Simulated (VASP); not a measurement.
TiAl3: single point with LDA

TiAl3:

```xyz
4
Lattice="-1.9062 1.9062 4.1669 1.9062 -1.9062 4.1669 1.9062 1.9062 -4.1669" Properties=species:S:1:pos:R:3 pbc="T T T"
Ti    0.0000    0.0000    0.0000
Al    0.0000    0.0000    4.1669
Al    0.0000    1.9062    2.0834
Al    1.9062    0.0000    2.0834
```

```json
{
 "Program": "VASP 6.6.1",
 "Task": "single point",
 "Functional": "LDA",
 "Potentials or basis": "VASP PAW LDA potentials, release 64 (Ti_sv, Al)",
 "Cutoff": "520 eV",
 "k mesh": "16 × 16 × 16",
 "Occupations": "gaussian, width 0.15 eV",
 "Spin": "no spin polarisation"
}
```

```
Pressure               : 0.1 GPa
Band gap on the k mesh : zero (an odd number of electrons rules out a gap without spin polarisation)
```

Stress tensor (GPa, compression positive):
```
-1.54  0.00  0.00
 0.00 -1.54  0.00
 0.00  0.00  3.45
```

Levels at points of the mesh, in eV from the Fermi level:
```
           k point  band 8  band 9  band 10  band 11  band 12  band 13  band 14  band 15
(0.00, 0.00, 0.00)   -1.52   -1.35    -1.35     0.81     1.72     1.72     2.30     2.47
(0.50, 0.00, 0.00)   -2.82   -1.16    -0.22     0.46     1.78     2.04     2.82     3.11
(0.50, 0.50, 0.00)   -3.79   -2.73    -2.15    -0.97     1.76     1.91     2.95     2.99
(0.50, 0.50, 0.50)   -1.02   -1.02    -0.24     0.68     0.68     0.96     3.18     4.91
```

Run time: 16 min on 1 thread of Intel(R) Xeon(R) Platinum 8488C (Sapphire Rapids), on a shared host, peak memory 0.47 GiB.
